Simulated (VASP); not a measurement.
# W (Im-3m) in VASP: single point with r2SCAN

Aim: the single point of W with r2SCAN.

Everything below comes from runs of VASP 6.6.1. Logs are shortened: lines on timing, memory, paths and dates and some standing lists are left out, and cuts for length are marked.

**1. The cell of the first run**

It takes space group Im-3m (No. 229, cubic). The conventional cell has a = 3.174 Å, b = 3.174 Å, c = 3.174 Å, α = 90.00°, β = 90.00°, γ = 90.00°. Within 3.6 Å of W (site symmetry m-3m) lie 14 W at 2.75 to 3.17 Å.

**2. Single point, r2SCAN**

The input, POSCAR:

```
W
1.0
   -1.5867672400      1.5867672400      1.5867672400
    1.5867672400     -1.5867672400      1.5867672400
    1.5867672400      1.5867672400     -1.5867672400
W
1
Direct
    0.0000000000      0.0000000000      0.0000000000
```

The input, INCAR.step1:

```
  PREC = Accurate
  ENCUT = 520
  ISMEAR = -1
  SIGMA = 0.1
  LREAL = False
  LASPH = True
  NELM = 60
  NBANDS = 13
  GGA = PE
  ALGO = Normal
  EDIFF = 1E-4
  LWAVE = True
  LCHARG = False
```

The input, INCAR.step2:

```
  PREC = Accurate
  ENCUT = 520
  EDIFF = 1E-7
  ISMEAR = -1
  SIGMA = 0.1
  LREAL = False
  LASPH = True
  NELM = 60
  ALGO = Normal
  ISIF = 2
  LWAVE = False
  LCHARG = False
  METAGGA = R2SCAN
  LMIXTAU = True
  NBANDS = 13
  ISTART = 1
```

The input, KPOINTS:

```
Automatic mesh
0
Gamma
  15 15 15
```

Potentials or basis: VASP PAW PBE potentials, release 64 (W_sv).

On the command line:

```bash
$ cat potpaw_PBE.64/W_sv/POTCAR > POTCAR
$ cp INCAR.step1 INCAR
$ mpirun -np 1 vasp_std > vasp.out
$ cp INCAR.step2 INCAR
$ mpirun -np 1 vasp_std > vasp.out
```

OUTCAR:

```text
PREC = Accurate
   ENCUT = 520
   EDIFF = 1E-7
   ISMEAR = -1
   LREAL = False
   LASPH = True
   NELM = 60
   ISIF = 2
   METAGGA = R2SCAN
   ISTART = 1

 ion  position               nearest neighbor table
   1  0.000  0.000  0.000-

  LATTYP: Found a body centered cubic cell.
 ALAT       =     3.1735344800

  Lattice vectors:

 A1 = (  -1.5867672400,   1.5867672400,   1.5867672400)
 A2 = (   1.5867672400,  -1.5867672400,   1.5867672400)
 A3 = (   1.5867672400,   1.5867672400,  -1.5867672400)

Analysis of symmetry for initial positions (statically):
=====================================================================
 Subroutine PRICEL returns:
 Original cell was already a primitive cell.

 Routine SETGRP: Setting up the symmetry group for a
 body centered cubic supercell.

 Subroutine GETGRP returns: Found 48 space group operations
 (whereof 48 operations were pure point group operations)
 out of a pool of 48 trial point group operations.

The static configuration has the point symmetry O_h .

Analysis of symmetry for dynamics (positions and initial velocities):
=====================================================================
 Subroutine PRICEL returns:
 Original cell was already a primitive cell.

 Routine SETGRP: Setting up the symmetry group for a
 body centered cubic supercell.

 Subroutine GETGRP returns: Found 48 space group operations
 (whereof 48 operations were pure point group operations)
 out of a pool of 48 trial point group operations.

The dynamic configuration has the point symmetry O_h .

 Subroutine INISYM returns: Found 48 space group operations
 (whereof 48 operations are pure point group operations),
 and found     1 'primitive' translations

----------------------------------------------------------------------------------------

                                     Primitive cell

  volume of cell :      15.9808

  direct lattice vectors                    reciprocal lattice vectors
    -1.586767240  1.586767240  1.586767240     0.000000000  0.315106077  0.315106077
     1.586767240 -1.586767240  1.586767240     0.315106077  0.000000000  0.315106077
     1.586767240  1.586767240 -1.586767240     0.315106077  0.315106077  0.000000000

  length of vectors
     2.748361479  2.748361479  2.748361479     0.445627288  0.445627288  0.445627288

  position of ions in fractional coordinates (direct lattice)
     0.000000000  0.000000000  0.000000000

[... 81 lines left out ...]
   ISIF   =      2    stress and relaxation
   ISYM   =      2    0-nonsym 1-usesym 2-fastsym
   POTIM  = 0.5000    time-step for ionic-motion
   TEBEG  =    0.0;   TEEND  =   0.0 temperature during run
   PSTRESS=    0.0 pullay stress
   NELECT =      14.0000    total number of electrons
   NUPDOWN=      -1.0000    fix difference up-down
   EMIN   =  10.00;   EMAX   =-10.00  energy-range for DOS
   EFERMI =   0.00;   METHOD = LEGACY
   ISMEAR =    -1;   SIGMA  =   0.10  broadening in eV -4-tet -1-fermi 0-gaus
   EFERMI_NEDOS =   21; number of points for ismear=-14 and -15
   IALGO  =     38    algorithm
   IMIX   =      4    mixing-type and parameters
     AMIX     =   0.40;   BMIX     =  1.00
     AMIX_MAG =   1.60;   BMIX_MAG =  1.00
  volume/ion in A,a.u.               =      15.98       107.84
  Fermi-wavevector in a.u.,A,eV,Ry     =   1.566454  2.960169 33.385674  2.453778
  Thomas-Fermi vector in A             =   2.668780
   LORBIT       =      0    0 simple, 1 ext, 2 COOP (PROOUT), +10 PAW based schemes
   METAGGA = R2SCAN    functional components
   LHFCALC =     F    Hartree Fock is set to
   AEXX    =    0.0000 exact exchange contribution
   IVDW    =     0    specifies the selected vdW correction
   LEPSILON=     F    determine dielectric tensor
   LRPA    =     F    only Hartree local field effects (RPA)
 non-spin polarized calculation
  energy-cutoff  :      520.00
  volume of cell :       15.98
 maximum number of plane-waves:       444
   NGX = 11   NGY = 11   NGZ = 11

 number of electron      14.0000002 magnetization

 Free energy of the ion-electron system (eV)
  ---------------------------------------------------
  ext. energy  EPLUGINS =         0.00000000
  ---------------------------------------------------
  free energy    TOTEN  =       -51.35716427 eV

  energy without entropy =      -51.34469671  energy(sigma->0) =      -51.35093049

 E-fermi :  11.1319     XC(G=0): -14.9074

 val. band max:       11.0876584247   @ k =  -0.3333   0.4000   0.2667
 cond. band min:      11.2903459525   @ k =   0.4667   0.0667   0.0000
 fundamental gap:      0.2026875277
 Fermi energy:        11.1318507519

 k-point     1 :       0.0000    0.0000    0.0000
  band No.  band energies     occupation
      1     -64.9552      2.00000
      2     -27.8272      2.00000
      3     -27.8272      2.00000
      4     -27.8272      2.00000
      5       1.0895      2.00000
      6       9.9031      1.99999
      7       9.9031      1.99999
      8       9.9031      1.99999
      9      13.7161      0.00000
     10      13.7161      0.00000
     11      26.4132      0.00000
     12      26.4132      0.00000
     13      26.4132      0.00000
[... 354 lines left out ...]
  band No.  band energies     occupation
      1     -64.7978      2.00000
      2     -29.0039      2.00000
      3     -28.4511      2.00000
      4     -27.9634      2.00000
      5       5.8975      2.00000
      6       7.7247      2.00000
      7       9.6558      2.00000
      8      13.3880      0.00000
      9      14.8480      0.00000
     10      19.7265      0.00000
     11      20.9899      0.00000
     12      24.8367      0.00000
     13      27.9315      0.00000

 [... further k-points ...]

------------------------ aborting loop because EDIFF is reached ----------------------------------------

  FORCE on cell =-STRESS in cart. coord.  units (eV):
  Direction    XX          YY          ZZ          XY          YZ          ZX
  --------------------------------------------------------------------------------------
  -------------------------------------------------------------------------------------
  Total       -0.0204589     -0.0204589     -0.0204589      0.0000000      0.0000000      0.0000000
  in kB       -2.0511271     -2.0511271     -2.0511271      0.0000000      0.0000000      0.0000000
  external PRESSURE =      -2.0511271 kB  Pullay stress =       0.0000000 kB

 VOLUME and BASIS-vectors are now :
 -----------------------------------------------------------------------------
  energy-cutoff  :      520.00
  volume of cell :       15.98
      direct lattice vectors                 reciprocal lattice vectors
    -1.586767240  1.586767240  1.586767240     0.000000000  0.315106077  0.315106077
     1.586767240 -1.586767240  1.586767240     0.315106077  0.000000000  0.315106077
     1.586767240  1.586767240 -1.586767240     0.315106077  0.315106077  0.000000000

 POSITION                                       TOTAL-FORCE (eV/Angst)
 -----------------------------------------------------------------------------------
      0.00000      0.00000      0.00000         0.000000     -0.000000     -0.000000
 -----------------------------------------------------------------------------------
    total drift:                                0.000000     -0.000000      0.000000

  FREE ENERGIE OF THE ION-ELECTRON SYSTEM (eV)
  ---------------------------------------------------
  free  energy   TOTEN  =       -51.3571642733 eV

  energy  without entropy=      -51.3446967054  energy(sigma->0) =      -51.35093049
```

OSZICAR.step1:

```text
N       E                     dE             d eps       ncg     rms          rms(c)
DAV:   1     0.848222962224E+02    0.84822E+02   -0.74951E+03  3157   0.123E+03
DAV:   2    -0.119276007270E+02   -0.96750E+02   -0.92984E+02  3530   0.316E+02
DAV:   3    -0.135757075652E+02   -0.16481E+01   -0.16430E+01  3335   0.401E+01
DAV:   4    -0.135822871470E+02   -0.65796E-02   -0.65794E-02  3505   0.281E+00
DAV:   5    -0.135823428883E+02   -0.55741E-04   -0.55741E-04  3450   0.243E-01    0.206E+01
DAV:   6    -0.130901574488E+02    0.49219E+00   -0.41280E-01  3250   0.861E+00    0.821E+00
DAV:   7    -0.129619018512E+02    0.12826E+00   -0.21530E-01  3440   0.591E+00    0.652E-01
DAV:   8    -0.129577833002E+02    0.41186E-02   -0.41947E-03  3175   0.838E-01    0.709E-02
DAV:   9    -0.129577896502E+02   -0.63501E-05   -0.66771E-05  2435   0.105E-01
   1 F= -.12957790E+02 E0= -.12950376E+02  d E =-.148265E-01
```

It took 1.9 min on 1 thread of Intel Xeon 6975P-C, shared host; peak memory 0.15 GiB.

Results:

```
Free energy            : -51.3572 eV
Pressure               : -0.2 GPa
Band gap on the k mesh : zero (band 7 reaches 15.92 eV, above the bottom of band 8 at 9.90 eV)
```

Caveat: the PAW data sets were made with another functional, which shifts forces and pressure a little; spin-orbit coupling is left out, which moves the levels of the heavy elements.
